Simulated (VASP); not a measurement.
# Be (Im-3m) in VASP: further runs

Runs on Be. Level: r2SCAN. Tasks: single point, relaxation of cell and atoms.

Program: VASP 6.6.1. These are calculated values, not measurements. Logs are shortened: lines on timing, memory, paths and dates and some standing lists are left out, and cuts for length are marked.

### Step 1. The cell of the first run

The structure is cubic, space group Im-3m (No. 229). The conventional cell has a = 2.502 Å, b = 2.502 Å, c = 2.502 Å, α = 90.00°, β = 90.00°, γ = 90.00°. Within 2.9 Å of Be (site symmetry m-3m) lie 14 Be at 2.17 to 2.50 Å.

This isn't the form of Be at room conditions, which is hcp.

### Step 2. Single point, r2SCAN

POSCAR

```
Be
1.0
   -1.2509964537      1.2509964537      1.2509964537
    1.2509964537     -1.2509964537      1.2509964537
    1.2509964537      1.2509964537     -1.2509964537
Be
1
Direct
    0.0000000000      0.0000000000      0.0000000000
```

INCAR.step1

```
ALGO = Normal
EDIFF = 1E-4
ENCUT = 520
GGA = PE
ISMEAR = 1
LASPH = T
LCHARG = F
LREAL = F
LWAVE = T
NBANDS = 7
NELM = 60
PREC = Accurate
SIGMA = 0.1
```

INCAR.step2

```
ALGO = Normal
EDIFF = 1E-7
ENCUT = 520
ISIF = 2
ISMEAR = 1
ISTART = 1
LASPH = T
LCHARG = F
LMIXTAU = T
LREAL = F
LWAVE = F
METAGGA = R2SCAN
NBANDS = 7
NELM = 60
PREC = Accurate
SIGMA = 0.1
```

KPOINTS

```
k-points
0
Gamma
  12 12 12
```

Potentials or basis: VASP PAW PBE potentials, release 64 (Be).

Started as:

```bash
$ cat potpaw_PBE.64/Be/POTCAR > POTCAR
$ cp INCAR.step1 INCAR
$ mpirun -np 1 vasp_std > vasp.out
$ cp INCAR.step2 INCAR
$ mpirun -np 1 vasp_std > vasp.out
```

OUTCAR:

```text
EDIFF = 1E-7
   ENCUT = 520
   ISIF = 2
   ISMEAR = 1
   ISTART = 1
   LASPH = T
   LREAL = F
   METAGGA = R2SCAN
   NELM = 60
   PREC = Accurate

 ion  position               nearest neighbor table
   1  0.000  0.000  0.000-

  LATTYP: Found a body centered cubic cell.
 ALAT       =     2.5019929074

  Lattice vectors:

 A1 = (  -1.2509964537,   1.2509964537,   1.2509964537)
 A2 = (   1.2509964537,  -1.2509964537,   1.2509964537)
 A3 = (   1.2509964537,   1.2509964537,  -1.2509964537)

Analysis of symmetry for initial positions (statically):
=====================================================================
 Subroutine PRICEL returns:
 Original cell was already a primitive cell.

 Routine SETGRP: Setting up the symmetry group for a
 body centered cubic supercell.

 Subroutine GETGRP returns: Found 48 space group operations
 (whereof 48 operations were pure point group operations)
 out of a pool of 48 trial point group operations.

The static configuration has the point symmetry O_h .

Analysis of symmetry for dynamics (positions and initial velocities):
=====================================================================
 Subroutine PRICEL returns:
 Original cell was already a primitive cell.

 Routine SETGRP: Setting up the symmetry group for a
 body centered cubic supercell.

 Subroutine GETGRP returns: Found 48 space group operations
 (whereof 48 operations were pure point group operations)
 out of a pool of 48 trial point group operations.

The dynamic configuration has the point symmetry O_h .

 Subroutine INISYM returns: Found 48 space group operations
 (whereof 48 operations are pure point group operations),
 and found     1 'primitive' translations

----------------------------------------------------------------------------------------

                                     Primitive cell

  volume of cell :       7.8312

  direct lattice vectors                    reciprocal lattice vectors
    -1.250996454  1.250996454  1.250996454     0.000000000  0.399681389  0.399681389
     1.250996454 -1.250996454  1.250996454     0.399681389  0.000000000  0.399681389
     1.250996454  1.250996454 -1.250996454     0.399681389  0.399681389  0.000000000

  length of vectors
     2.166789418  2.166789418  2.166789418     0.565234841  0.565234841  0.565234841

  position of ions in fractional coordinates (direct lattice)
     0.000000000  0.000000000  0.000000000

  ion indices of the primitive-cell ions
   primitive index   ion index
                 1           1

----------------------------------------------------------------------------------------

 KPOINTS: k-points

Automatic generation of k-mesh.
 Grid dimensions read from file:
 generate k-points for:   12   12   12

 Generating k-lattice:

  Cartesian coordinates                     Fractional coordinates (reciprocal lattice)
     0.000000000  0.033306782  0.033306782     0.083333333  0.000000000  0.000000000
     0.033306782  0.000000000  0.033306782     0.000000000  0.083333333  0.000000000
     0.033306782  0.033306782  0.000000000     0.000000000  0.000000000  0.083333333

  Length of vectors
     0.047102903  0.047102903  0.047102903

  Shift w.r.t. Gamma in fractional coordinates (k-lattice)
     0.000000000  0.000000000  0.000000000

 Subroutine IBZKPT returns following result:
 ===========================================

 Found     72 irreducible k-points:

 Following reciprocal coordinates:
            Coordinates               Weight
  0.000000  0.000000  0.000000      1.000000
  0.083333  0.000000  0.000000     12.000000
  0.166667  0.000000  0.000000     12.000000
  0.250000  0.000000  0.000000     12.000000
  0.333333  0.000000  0.000000     12.000000
  0.416667  0.000000  0.000000     12.000000
[... 16 lines left out ...]
  0.333333  0.083333  0.083333     24.000000
  0.416667  0.083333  0.083333     12.000000
 [... further k-points ...]
   k-points           NKPTS =     72   k-points in BZ     NKDIM =     72   number of bands    NBANDS=      7
   number of dos      NEDOS =    301   number of ions     NIONS =      1
   total plane-waves  NPLWV =   4096
   dimension x,y,z NGX =    16 NGY =   16 NGZ =   16
   dimension x,y,z NGXF=    32 NGYF=   32 NGZF=   32
   ions per type =               1
   NGX,Y,Z   is equivalent  to a cutoff of  12.28, 12.28, 12.28 a.u.
   NGXF,Y,Z  is equivalent  to a cutoff of  24.55, 24.55, 24.55 a.u.
 SYSTEM =  unknown system
   PREC   = accura    normal or accurate (medium, high low for compatibility)
   ISTART =      1    job   : 0-new  1-cont  2-samecut
   ICHARG =      0    charge: 1-file 2-atom 10-const
   ISPIN  =      1    spin polarized calculation?
   LNONCOLLINEAR =      F non collinear calculations
   LSORBIT =      F    spin-orbit coupling
   LASPH  =      T    aspherical Exc in radial PAW
   ENCUT  =  520.0 eV  38.22 Ry    6.18 a.u.   4.03  4.03  4.03*2*pi/ulx,y,z
   NELM   =     60;   NELMIN=  2; NELMDL=  0     # of ELM steps
   EDIFF  = 0.1E-06   stopping-criterion for ELM
   LREAL  =      F    real-space projection
   EDIFFG = 0.1E-05   stopping-criterion for IOM
   NSW    =      0    number of steps for IOM
   IBRION =     -1    ionic relax: 0-MD 1-quasi-New 2-CG
   NFREE  =      0    steps in history (QN), initial steepest desc. (CG)
   ISIF   =      2    stress and relaxation
   ISYM   =      2    0-nonsym 1-usesym 2-fastsym
   POTIM  = 0.5000    time-step for ionic-motion
   TEBEG  =    0.0;   TEEND  =   0.0 temperature during run
   PSTRESS=    0.0 pullay stress
   NELECT =       2.0000    total number of electrons
   NUPDOWN=      -1.0000    fix difference up-down
   EMIN   =  10.00;   EMAX   =-10.00  energy-range for DOS
   EFERMI =   0.00;   METHOD = LEGACY
   ISMEAR =     1;   SIGMA  =   0.10  broadening in eV -4-tet -1-fermi 0-gaus
   EFERMI_NEDOS =   21; number of points for ismear=-14 and -15
   IALGO  =     38    algorithm
   IMIX   =      4    mixing-type and parameters
     AMIX     =   0.40;   BMIX     =  1.00
     AMIX_MAG =   1.60;   BMIX_MAG =  1.00
  volume/ion in A,a.u.               =       7.83        52.85
  Fermi-wavevector in a.u.,A,eV,Ry     =   1.038665  1.962792 14.678300  1.078825
  Thomas-Fermi vector in A             =   2.173160
   LORBIT       =      0    0 simple, 1 ext, 2 COOP (PROOUT), +10 PAW based schemes
   METAGGA = R2SCAN    functional components
   LHFCALC =     F    Hartree Fock is set to
   AEXX    =    0.0000 exact exchange contribution
   IVDW    =     0    specifies the selected vdW correction
   LEPSILON=     F    determine dielectric tensor
   LRPA    =     F    only Hartree local field effects (RPA)
 non-spin polarized calculation
 Methfessel and Paxton  Order N= 1 SIGMA  =   0.10
  energy-cutoff  :      520.00
  volume of cell :        7.83
 maximum number of plane-waves:       236
   NGX =  7   NGY =  7   NGZ =  7

 number of electron       2.0000000 magnetization

 Free energy of the ion-electron system (eV)
  ---------------------------------------------------
  ext. energy  EPLUGINS =         0.00000000
  ---------------------------------------------------
  free energy    TOTEN  =        -4.23283553 eV

  energy without entropy =       -4.23333718  energy(sigma->0) =       -4.23300275

 E-fermi :   8.3840     XC(G=0): -11.2903

 val. band max:        8.3287061599   @ k =  -0.3333  -0.4167   0.0833
 cond. band min:       8.4069089645   @ k =   0.5000   0.0000   0.0000
 fundamental gap:      0.0782028046
 Fermi energy:         8.3839902139

 k-point     1 :       0.0000    0.0000    0.0000
  band No.  band energies     occupation
      1      -5.0806      2.00000
      2      29.2227      0.00000
      3      29.2227      0.00000
      4      29.2227      0.00000
      5      40.4122      0.00000
      6      40.4122      0.00000
      7      40.4122      0.00000

 k-point     2 :       0.0833    0.0000    0.0000
  band No.  band energies     occupation
      1      -4.8167      2.00000
      2      27.8275      0.00000
      3      28.1927      0.00000
      4      28.8978      0.00000
      5      37.7200      0.00000
      6      38.0089      0.00000
      7      41.4170      0.00000

 k-point     3 :       0.1667    0.0000    0.0000
  band No.  band energies     occupation
      1      -4.0249      2.00000
      2      23.8845      0.00000
      3      26.1697      0.00000
      4      28.0072      0.00000
      5      35.0153      0.00000
      6      35.5416      0.00000
      7      40.7199      0.00000

 k-point     4 :       0.2500    0.0000    0.0000
  band No.  band energies     occupation
      1      -2.7100      2.00000
      2      18.9726      0.00000
      3      24.2283      0.00000
      4      26.8492      0.00000
      5      32.6023      0.00000
      6      35.0358      0.00000
      7      41.3641      0.00000

 k-point     5 :       0.3333    0.0000    0.0000
  band No.  band energies     occupation
      1      -0.9055      2.00000
      2      14.2768      0.00000
      3      22.7356      0.00000
      4      25.7913      0.00000
      5      30.8619      0.00000
      6      35.2664      0.00000
      7      43.0135      0.00000
[... 161 lines left out ...]
 k-point    22 :       0.2500    0.0833    0.0833
  band No.  band energies     occupation
      1      -0.3626      2.00000
      2      14.4936      0.00000
      3      20.7234      0.00000
      4      21.3794      0.00000
      5      36.0985      0.00000
      6      37.5526      0.00000
      7      44.7056      0.00000

 k-point    23 :       0.3333    0.0833    0.0833
  band No.  band energies     occupation
      1       1.8030      2.00000
      2      10.5223      0.00000
      3      19.7969      0.00000
      4      20.6374      0.00000
      5      35.7187      0.00000
      6      38.1876      0.00000
      7      46.5192      0.00000

 k-point    24 :       0.4167    0.0833    0.0833
  band No.  band energies     occupation
      1       3.2310      2.00000
      2       8.4833     -0.04884
      3      19.4838      0.00000
      4      20.3861      0.00000
      5      35.5513      0.00000
      6      38.4750      0.00000
      7      47.8302      0.00000

 [... further k-points ...]

------------------------ aborting loop because EDIFF is reached ----------------------------------------

  FORCE on cell =-STRESS in cart. coord.  units (eV):
  Direction    XX          YY          ZZ          XY          YZ          ZX
  --------------------------------------------------------------------------------------
  -------------------------------------------------------------------------------------
  Total        0.0016840      0.0016840      0.0016840      0.0000000      0.0000000     -0.0000000
  in kB        0.3445279      0.3445279      0.3445279      0.0000000      0.0000000     -0.0000000
  external PRESSURE =       0.3445279 kB  Pullay stress =       0.0000000 kB

 VOLUME and BASIS-vectors are now :
 -----------------------------------------------------------------------------
  energy-cutoff  :      520.00
  volume of cell :        7.83
      direct lattice vectors                 reciprocal lattice vectors
    -1.250996454  1.250996454  1.250996454     0.000000000  0.399681389  0.399681389
     1.250996454 -1.250996454  1.250996454     0.399681389  0.000000000  0.399681389
     1.250996454  1.250996454 -1.250996454     0.399681389  0.399681389  0.000000000

 POSITION                                       TOTAL-FORCE (eV/Angst)
 -----------------------------------------------------------------------------------
      0.00000      0.00000      0.00000        -0.000000     -0.000000      0.000000
 -----------------------------------------------------------------------------------
    total drift:                               -0.000000     -0.000000     -0.000000

  FREE ENERGIE OF THE ION-ELECTRON SYSTEM (eV)
  ---------------------------------------------------
  free  energy   TOTEN  =        -4.2328355277 eV

  energy  without entropy=       -4.2333371820  energy(sigma->0) =       -4.23300275
```

Wall time 21 s (1 thread of Intel Xeon 8259CL, shared host); peak memory 0.11 GiB.

What came out:

```
Free energy            : -4.2328 eV
Pressure               : 0.0 GPa
Band gap on the k mesh : zero (bands 1 and 2 overlap by 5.84 eV)
```

Levels at points of the mesh, in eV from the Fermi level:
```tsv
k point	band 1	band 2	band 3	band 4	band 5
(0.00, 0.00, 0.00)	-13.46	20.84	20.84	20.84	32.03
(0.50, 0.00, 0.00)	-5.84	0.02	13.12	16.45	21.08
(0.50, 0.50, 0.50)	4.12	4.12	4.12	9.83	9.83
```

Caveat: the PAW data sets were made with another functional, which shifts forces and pressure a little.

### Step 3. Single point, r2SCAN

POSCAR is that of step 2.

INCAR.step1

```
SYSTEM = Be
PREC     = Accurate       ! precision mode
ENCUT    = 520            ! plane-wave cutoff, eV
ISMEAR   = 1              ! smearing method
SIGMA    = 0.1            ! smearing width, eV
LREAL    = .FALSE.        ! projectors in reciprocal space
LASPH    = .TRUE.         ! aspherical terms in the spheres
NELM     = 60             ! most SCF steps
NBANDS   = 7              ! bands
GGA      = PE             ! functional
ALGO     = Normal         ! electronic algorithm
EDIFF    = 1E-4           ! SCF threshold, eV
LWAVE    = .TRUE.         ! write WAVECAR
LCHARG   = .FALSE.        ! write CHGCAR
```

INCAR.step2

```
SYSTEM = Be
PREC     = Accurate       ! precision mode
ENCUT    = 520            ! plane-wave cutoff, eV
EDIFF    = 1E-6           ! SCF threshold, eV
ISMEAR   = 1              ! smearing method
SIGMA    = 0.1            ! smearing width, eV
LREAL    = .FALSE.        ! projectors in reciprocal space
LASPH    = .TRUE.         ! aspherical terms in the spheres
NELM     = 60             ! most SCF steps
ALGO     = Normal         ! electronic algorithm
ISIF     = 2              ! what is computed and relaxed
LWAVE    = .FALSE.        ! write WAVECAR
LCHARG   = .TRUE.         ! write CHGCAR
METAGGA  = R2SCAN         ! meta-GGA
LMIXTAU  = .TRUE.       
LELF     = .TRUE.         ! ELF
LVHAR    = .TRUE.       
NBANDS   = 7              ! bands
ISTART   = 1
```

KPOINTS

```
regular mesh
0
G
  17 17 17
  0 0 0
```

Potentials or basis: VASP PAW PBE potentials, release 64 (Be).

Started as:

```bash
$ cat potpaw_PBE.64/Be/POTCAR > POTCAR
$ cp INCAR.step1 INCAR
$ mpirun -np 1 vasp_std > vasp.out
$ cp INCAR.step2 INCAR
$ mpirun -np 1 vasp_std > vasp.out
```

It took 21 s on 1 thread of Intel Xeon 8259CL, shared host; peak memory 0.12 GiB.

Results (log left out):

```yaml
Free_energy: -4.2376 eV
Pressure: 0.0 GPa
Band_gap_on_the_k_mesh: zero (bands 1 and 2 overlap by 4.91 eV)
```

Levels at points of the mesh, in eV from the Fermi level:
```csv
k point,band 1,band 2,band 3,band 4,band 5,band 6
"(0.00, 0.00, 0.00)",-13.26,21.04,21.04,21.04,32.23,32.23
```

Caveat: the PAW data sets were made with another functional, which shifts forces and pressure a little.

### Step 4. Relaxation of cell and atoms, r2SCAN

This run uses another cell than the first one, of 7.87 Å³/atom.

POSCAR

```
Be
1.0
   -1.2531210000      1.2531210000      1.2531210000
    1.2531210000     -1.2531210000      1.2531210000
    1.2531210000      1.2531210000     -1.2531210000
Be
1
Direct
    0.0000000000      0.0000000000      0.0000000000
```

INCAR.step1

```
  PREC = Accurate
  ENCUT = 600
  ISMEAR = 1
  SIGMA = 0.1
  LREAL = False
  LASPH = True
  NELM = 80
  GGA = PE
  ALGO = Normal
  EDIFF = 1E-4
  LWAVE = True
  LCHARG = False
```

INCAR.step2

```
  PREC = Accurate
  ENCUT = 600
  EDIFF = 1E-6
  ISMEAR = 1
  SIGMA = 0.1
  LREAL = False
  LASPH = True
  NELM = 80
  ALGO = Normal
  ISIF = 3
  LWAVE = False
  LCHARG = False
  METAGGA = R2SCAN
  LMIXTAU = True
  IBRION = 2
  NSW = 60
  EDIFFG = -0.01
  ISTART = 1
```

KPOINTS

```
Automatic mesh
0
Gamma
  12 12 12
```

Started as:

```bash
$ cat potpaw_PBE.64/Be/POTCAR > POTCAR
$ cp INCAR.step1 INCAR
$ mpirun -np 1 vasp_std > vasp.out
$ cp INCAR.step2 INCAR
$ mpirun -np 1 vasp_std > vasp.out
```

Wall time 27 s (1 thread of Intel Xeon 8259CL, shared host); peak memory 0.12 GiB.

The run converged. Its results:

```
Free energy                           : -4.2328 eV
Relaxed volume                        : 7.84 Å³/atom
Relaxed cell                          : a = 2.168 Å, b = 2.168 Å, c = 2.168 Å, α = 109.47°, β = 109.47°, γ = 109.47°
Space group after relaxing (to 0.1 Å) : Im-3m (No. 229)
Energy gained by relaxing             : 0.1 meV/atom
Ionic steps                           : 2
Pressure after relaxing               : -0.2 GPa
Band gap on the k mesh                : zero (bands 1 and 2 overlap by 5.84 eV)
```

Final structure:
```
CELL_PARAMETERS angstrom
-1.25151 1.25151 1.25151
1.25151 -1.25151 1.25151
1.25151 1.25151 -1.25151
ATOMIC_POSITIONS crystal
Be 0.00000 0.00000 0.00000
```

Levels at points of the mesh, in eV from the Fermi level:
| k point | band 1 | band 2 | band 3 | band 4 |
| --- | --- | --- | --- | --- |
| (0.00, 0.00, 0.00) | -13.46 | 20.82 | 20.82 | 20.82 |
| (0.50, 0.00, 0.00) | -5.84 | 0.02 | 13.11 | 16.43 |
| (0.50, 0.50, 0.50) | 4.11 | 4.11 | 4.11 | 9.82 |

Caveat: the PAW data sets were made with another functional, which shifts forces and pressure a little.

### Step 5. Overview

```csv
task,cell,k mesh,cutoff (eV),gap on the mesh (eV),pressure (GPa)
single point,"a = 2.167 Å, angles 109.5°, 1 atom",12 × 12 × 12,520,none,0.0
single point,"a = 2.167 Å, angles 109.5°, 1 atom",17 × 17 × 17,520,none,0.0
relaxation of cell and atoms,"relaxed from a = 2.170 Å, angles 109.5°, 1 atom",12 × 12 × 12,600,none,-0.2
```

Alike in all rows: level r2SCAN; potentials or basis VASP PAW PBE potentials, release 64 (Be); no spin polarisation; smearing methfessel-paxton 0.1 eV.

Caveats: the PAW data sets were made with another functional, which shifts forces and pressure a little.

Total energies depend on the potentials used, so only differences within one code and one set of settings carry meaning.
